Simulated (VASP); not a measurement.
# CaO in VASP: further runs

Runs on CaO. Level: PBE. Tasks: single point.

Everything below comes from runs of VASP 6.6.1. Logs are shortened: lines on timing, memory, paths and dates and some standing lists are left out, and cuts for length are marked.

## Step 1: The cell of the first run

The typed cell holds 16 atoms: a = 7.948 Å, b = 7.948 Å, c = 4.769 Å, α = 90.00°, β = 90.00°, γ = 90.00°.

The cell was generated, and may not be a known phase.

## Step 2: Single point, PBE

Input file INCAR:

```
SYSTEM = CaO
PREC = Accurate
ENCUT = 520
EDIFF = 1E-6
ISMEAR = 0
SIGMA = 0.1
LREAL = Auto
LASPH = .TRUE.
NELM = 100
ALGO = Normal
ISIF = 2
LWAVE = .FALSE.
LCHARG = .FALSE.
GGA = PE
NBANDS = 78
```

Input file KPOINTS:

```
Automatic mesh
0
G
  2 2 4
  0 0 0
```

Input file POSCAR:

```
CaO
1.0
    7.9483827611      0.0000000000      0.0000000000
    0.0000000000      7.9483827611      0.0000000000
    0.0000000000      0.0000000000      4.7687296118
Ca O
8 8
Direct
    0.6478253272      0.6475573002      0.0000000000
    0.8524426998      0.8521746728      0.5000000000
    0.3521746728      0.3524426998      0.0000000000
    0.1475573002      0.1478253272      0.5000000000
    0.6475573002      0.3521746728      0.5000000000
    0.8521746728      0.1475573002      0.0000000000
    0.3524426998      0.6478253272      0.5000000000
    0.1478253272      0.8524426998      0.0000000000
    0.1467707801      0.8534768669      0.5000000000
    0.3534768669      0.6467707801      0.0000000000
    0.8532292199      0.1465231331      0.5000000000
    0.6465231331      0.3532292199      0.0000000000
    0.1465231331      0.1467707801      0.0000000000
    0.3532292199      0.3534768669      0.5000000000
    0.8534768669      0.8532292199      0.0000000000
    0.6467707801      0.6465231331      0.5000000000
```

Potentials or basis: VASP PAW PBE potentials, release 64 (Ca_sv, O).

Run with:

```console
> cat potpaw_PBE.64/Ca_sv/POTCAR potpaw_PBE.64/O/POTCAR > POTCAR
> mpirun -np 1 vasp_std > vasp.out
```

OUTCAR:

```text
SYSTEM = CaO
   PREC = Accurate
   ENCUT = 520
   EDIFF = 1E-6
   ISMEAR = 0
   LREAL = Auto
   LASPH = .TRUE.
   NELM = 100
   ISIF = 2
   GGA = PE

 ion  position               nearest neighbor table
   1  0.648  0.648  0.000-  15 2.31  12 2.34  10 2.34  16 2.38  16 2.38
   2  0.852  0.852  0.500-  16 2.31   9 2.34  11 2.34  15 2.38  15 2.38
   3  0.352  0.352  0.000-  13 2.31  10 2.34  12 2.34  14 2.38  14 2.38
   4  0.148  0.148  0.500-  14 2.31  11 2.34   9 2.34  13 2.38  13 2.38
   5  0.648  0.352  0.500-  11 2.31  14 2.34  16 2.34  12 2.38  12 2.38
   6  0.852  0.148  0.000-  12 2.31  15 2.34  13 2.34  11 2.38  11 2.38
[... 8 lines left out ...]
  15  0.853  0.853  0.000-   1 2.31   6 2.34   8 2.34   2 2.38   2 2.38
  16  0.647  0.647  0.500-   2 2.31   7 2.34   5 2.34   1 2.38   1 2.38

  LATTYP: Found a simple tetragonal cell.
 ALAT       =     7.9483827611
 C/A-ratio  =     0.5999622508

  Lattice vectors:

 A1 = (   7.9483827611,   0.0000000000,   0.0000000000)
 A2 = (   0.0000000000,   7.9483827611,   0.0000000000)
 A3 = (   0.0000000000,   0.0000000000,   4.7687296118)

Analysis of symmetry for initial positions (statically):
=====================================================================
 Subroutine PRICEL returns:
 Original cell was already a primitive cell.

 Routine SETGRP: Setting up the symmetry group for a
 simple tetragonal supercell.

 Subroutine GETGRP returns: Found 16 space group operations
 (whereof  4 operations were pure point group operations)
 out of a pool of 16 trial point group operations.

The static configuration has the point symmetry C_2h.
 The point group associated with its full space group is D_4h.

Analysis of symmetry for dynamics (positions and initial velocities):
=====================================================================
 Subroutine PRICEL returns:
 Original cell was already a primitive cell.

 Routine SETGRP: Setting up the symmetry group for a
 simple tetragonal supercell.

 Subroutine GETGRP returns: Found 16 space group operations
 (whereof  4 operations were pure point group operations)
 out of a pool of 16 trial point group operations.

The dynamic configuration has the point symmetry C_2h.
 The point group associated with its full space group is D_4h.

 Subroutine INISYM returns: Found 16 space group operations
 (whereof  4 operations are pure point group operations),
 and found     1 'primitive' translations

[... 106 lines left out ...]
   EDIFF  = 0.1E-05   stopping-criterion for ELM
   LREAL  =      T    real-space projection
   EDIFFG = 0.1E-04   stopping-criterion for IOM
   NSW    =      0    number of steps for IOM
[... 5 lines left out ...]
   TEBEG  =    0.0;   TEEND  =   0.0 temperature during run
   PSTRESS=    0.0 pullay stress
   NELECT =     128.0000    total number of electrons
   NUPDOWN=      -1.0000    fix difference up-down
   EMIN   =  10.00;   EMAX   =-10.00  energy-range for DOS
   EFERMI =   0.00;   METHOD = LEGACY
   ISMEAR =     0;   SIGMA  =   0.10  broadening in eV -4-tet -1-fermi 0-gaus
   EFERMI_NEDOS =   21; number of points for ismear=-14 and -15
   IALGO  =     38    algorithm
   IMIX   =      4    mixing-type and parameters
     AMIX     =   0.40;   BMIX     =  1.00
     AMIX_MAG =   1.60;   BMIX_MAG =  1.00
  volume/ion in A,a.u.               =      18.83       127.07
  Fermi-wavevector in a.u.,A,eV,Ry     =   1.230717  2.325717 20.608247  1.514663
  Thomas-Fermi vector in A             =   2.365554
   LORBIT       =      0    0 simple, 1 ext, 2 COOP (PROOUT), +10 PAW based schemes
   GGA     = PE    functional components
   LHFCALC =     F    Hartree Fock is set to
   AEXX    =    0.0000 exact exchange contribution
   IVDW    =     0    specifies the selected vdW correction
   LEPSILON=     F    determine dielectric tensor
   LRPA    =     F    only Hartree local field effects (RPA)
 non-spin polarized calculation
 Gauss-broadening in eV      SIGMA  =   0.10
  energy-cutoff  :      520.00
  volume of cell :      301.27
 maximum number of plane-waves:      8140
 NGX is ok and might be reduce to    60

 number of electron     127.9999995 magnetization

 Free energy of the ion-electron system (eV)
  ---------------------------------------------------
  ext. energy  EPLUGINS =         0.00000000
  ---------------------------------------------------
  free energy    TOTEN  =      -100.51306957 eV

  energy without entropy =     -100.51306957  energy(sigma->0) =     -100.51306957

 E-fermi :   1.2776     XC(G=0):  -8.5434

 val. band max:        0.7407888093   @ k =   0.0000   0.0000   0.0000
 cond. band min:       3.0924470443   @ k =   0.0000   0.0000   0.0000
 fundamental gap:      2.3516582350
 Fermi energy:         1.2775690680

 k-point     1 :       0.0000    0.0000    0.0000
  band No.  band energies     occupation
      1     -37.0706      2.00000
      2     -37.0205      2.00000
      3     -37.0062      2.00000
      4     -37.0062      2.00000
      5     -36.9851      2.00000
      6     -36.9619      2.00000
[... 700 lines left out ...]
     75       7.2641      0.00000
     76       7.2642      0.00000
 [bands above 76 left out]

------------------------ aborting loop because EDIFF is reached ----------------------------------------

  FORCE on cell =-STRESS in cart. coord.  units (eV):
  Direction    XX          YY          ZZ          XY          YZ          ZX
  --------------------------------------------------------------------------------------
  -------------------------------------------------------------------------------------
  Total        0.3548452      0.3548452      0.8435697      0.0000000      0.0000000      0.0000000
  in kB        1.8870756      1.8870756      4.4861243      0.0000000      0.0000000      0.0000000
  external PRESSURE =       2.7534252 kB  Pullay stress =       0.0000000 kB

 VOLUME and BASIS-vectors are now :
 -----------------------------------------------------------------------------
  energy-cutoff  :      520.00
  volume of cell :      301.27
      direct lattice vectors                 reciprocal lattice vectors
     7.948382761  0.000000000  0.000000000     0.125811757  0.000000000  0.000000000
     0.000000000  7.948382761  0.000000000     0.000000000  0.125811757  0.000000000
     0.000000000  0.000000000  4.768729612     0.000000000  0.000000000  0.209699455

 POSITION                                       TOTAL-FORCE (eV/Angst)
 -----------------------------------------------------------------------------------
      5.14916      5.14703      0.00000         0.008426      0.009546     -0.000000
      6.77554      6.77341      2.38436        -0.009546     -0.008426      0.000000
      2.79922      2.80135      0.00000        -0.008426     -0.009546      0.000000
      1.17284      1.17497      2.38436         0.009546      0.008426     -0.000000
      5.14703      2.79922      2.38436         0.009546     -0.008426      0.000000
      6.77341      1.17284      0.00000        -0.008426      0.009546     -0.000000
[... 8 lines left out ...]
      6.78376      6.78179      0.00000         0.000632     -0.001108     -0.000000
      5.14078      5.13881      2.38436         0.001108     -0.000632      0.000000
 -----------------------------------------------------------------------------------
    total drift:                                0.000000      0.000000     -0.000000

  FREE ENERGIE OF THE ION-ELECTRON SYSTEM (eV)
  ---------------------------------------------------
  free  energy   TOTEN  =      -100.5130695653 eV

  energy  without entropy=     -100.5130695653  energy(sigma->0) =     -100.51306957
```

It took 5.9 min on 1 thread of Intel Xeon Platinum 8488C (Sapphire Rapids), shared host; peak memory 0.39 GiB.

Results:

- Free energy: -100.5131 eV
- Pressure: 0.3 GPa
- Largest force: 0.013 eV/Å
- Band gap on the k mesh: 2.35 eV

Forces on the atoms (eV/Å):
```
Ca   0.008  0.010  0.000
Ca  -0.010 -0.008  0.000
Ca  -0.008 -0.010  0.000
Ca   0.010  0.008  0.000
Ca   0.010 -0.008  0.000
Ca  -0.008  0.010  0.000
Ca  -0.010  0.008  0.000
Ca   0.008 -0.010  0.000
O    0.001  0.001  0.000
O    0.001  0.001  0.000
O   -0.001 -0.001  0.000
O   -0.001 -0.001  0.000
O   -0.001  0.001  0.000
O   -0.001  0.001  0.000
O    0.001 -0.001  0.000
O    0.001 -0.001  0.000
```

Stress tensor (GPa, compression positive):
```
0.19 0.00 0.00
0.00 0.19 0.00
0.00 0.00 0.45
```

A k mesh can miss the band edges.

## Step 3: Single point, PBE

This run uses another cell than the first one: it holds 8 atoms, not 16.

Input file INCAR:

```
PREC = Accurate ; ENCUT = 520
EDIFF = 1E-6 ; ISMEAR = 0
SIGMA = 0.02 ; LREAL = F
LASPH = T ; NELM = 100
ALGO = Normal ; ISIF = 2
LWAVE = F ; LCHARG = F
GGA = PE ; NBANDS = 42
```

Input file KPOINTS:

```
Automatic mesh
0
Gamma
  8 8 8
```

Input file POSCAR:

```
CaO
1.0
   -3.9694015472      3.9694015472      2.3856452182
    3.9694015472     -3.9694015472      2.3856452182
    3.9694015472      3.9694015472     -2.3856452182
Ca O
4 4
Direct
    0.1477342228      0.6477342228      0.7954684457
    0.8522657772      0.3522657772      0.2045315543
    0.3522657772      0.1477342228      0.5000000000
    0.6477342228      0.8522657772      0.5000000000
    0.8533902299      0.6466097701      0.5000000000
    0.1466097701      0.3533902299      0.5000000000
    0.6466097701      0.1466097701      0.7932195403
    0.3533902299      0.8533902299      0.2067804597
```

Potentials or basis: VASP PAW PBE potentials, release 64 (Ca_sv, O).

Run with:

```console
> cat potpaw_PBE.64/Ca_sv/POTCAR potpaw_PBE.64/O/POTCAR > POTCAR
> mpirun -np 1 vasp_std > vasp.out
```

It took 7 min on 1 thread of Intel Xeon Platinum 8488C (Sapphire Rapids), shared host; peak memory 0.48 GiB.

The run converged. Its results:

```
Free energy            : -50.2549 eV
Pressure               : 0.4 GPa
Largest force          : 0.010 eV/Å
Band gap on the k mesh : 2.35 eV
```

Forces in eV/Å, atoms in the order of the input:
```
Ca   0.007  0.007  0.000
Ca  -0.007 -0.007  0.000
Ca   0.007 -0.007  0.000
Ca  -0.007  0.007  0.000
O    0.006 -0.006  0.000
O   -0.006  0.006  0.000
O    0.006  0.006  0.000
O   -0.006 -0.006  0.000
```

Stress tensor (GPa, compression positive):
```
0.38 0.00 0.00
0.00 0.38 0.00
0.00 0.00 0.47
```

Levels at points of the mesh, in eV from the valence-band top:
```tsv
k point	band 30	band 31	band 32	band 33	band 34	band 35
(0.00, 0.00, 0.00)	-0.69	-0.34	0.00	2.35	4.30	5.66
(0.50, 0.00, 0.00)	-0.95	-0.73	-0.73	4.51	4.51	6.15
(0.50, 0.50, 0.00)	-0.45	-0.42	-0.31	3.84	4.82	4.96
(0.50, 0.50, 0.50)	-0.44	-0.44	-0.20	3.64	4.01	5.78
```
